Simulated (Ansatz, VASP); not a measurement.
# One calculation of YHg, two programs

The input INCAR:

```
SYSTEM = YHg
PREC = Accurate
ENCUT = 520
EDIFF = 1E-8
ISMEAR = -1
SIGMA = 0.08
LREAL = .FALSE.
LASPH = .TRUE.
NELM = 100
ALGO = Normal
ISIF = 2
LWAVE = .FALSE.
LCHARG = .FALSE.
LEFG = .TRUE.
NBANDS = 18
```

KPOINTS

```
regular mesh
0
G
  11 11 11
  0 0 0
```

Contents of POSCAR:

```
YHg
1.0
    3.7542144122      0.0000000000      0.0000000000
    0.0000000000      3.7542144122      0.0000000000
    0.0000000000      0.0000000000      3.7542144122
Y Hg
1 1
Direct
    0.5000000000      0.5000000000      0.5000000000
    0.0000000000      0.0000000000      0.0000000000
```

Input for Ansatz:

```yaml
crystal:
  lattice:
    - [3.7542144122, 0.0, 0.0]
    - [0.0, 3.7542144122, 0.0]
    - [0.0, 0.0, 3.7542144122]
  atoms:
    - { symbol: "Y", position: [0.5, 0.5, 0.5] }
    - { symbol: Hg, position: [0.0, 0.0, 0.0] }
kpoints:
  mp_grid: { grid: [11, 11, 11] }
scf:
  occupations: { method: fermi_dirac, width: 0.08 }
hamiltonian:
  xc: lda
  pseudopotentials: { kind: all_electron, datasets: crystal }
output:
  forces: true
  stress: true
  eigenvalues: true
  efg: { contact_densities: true }
```

Change from the starting cell: volume scaled by 1.06, crystal datasets.

Alike in both runs: task electric field gradients; functional LDA; k mesh 11 × 11 × 11; occupations fermi-dirac, width 0.08 eV; no spin polarisation.

|  | VASP | Ansatz |
| --- | --- | --- |
| version | VASP 6.6.1 | Ansatz 0.2.0 |
| potentials or method | VASP PAW LDA potentials, release 64 (Y_sv, Hg), cutoff 520 eV | all-electron PAW with datasets made for the crystal, scalar-relativistic |

|  | VASP | Ansatz | Ansatz less VASP |
| --- | --- | --- | --- |
| pressure (GPa) | -6.6 | -6.8 | -0.16 |

LDA's correlation is that of Perdew and Zunger in VASP and of Perdew and Wang (1992) in Ansatz. Ansatz ran all-electron here, and VASP with PAW potentials.

Spin-orbit coupling is off throughout.
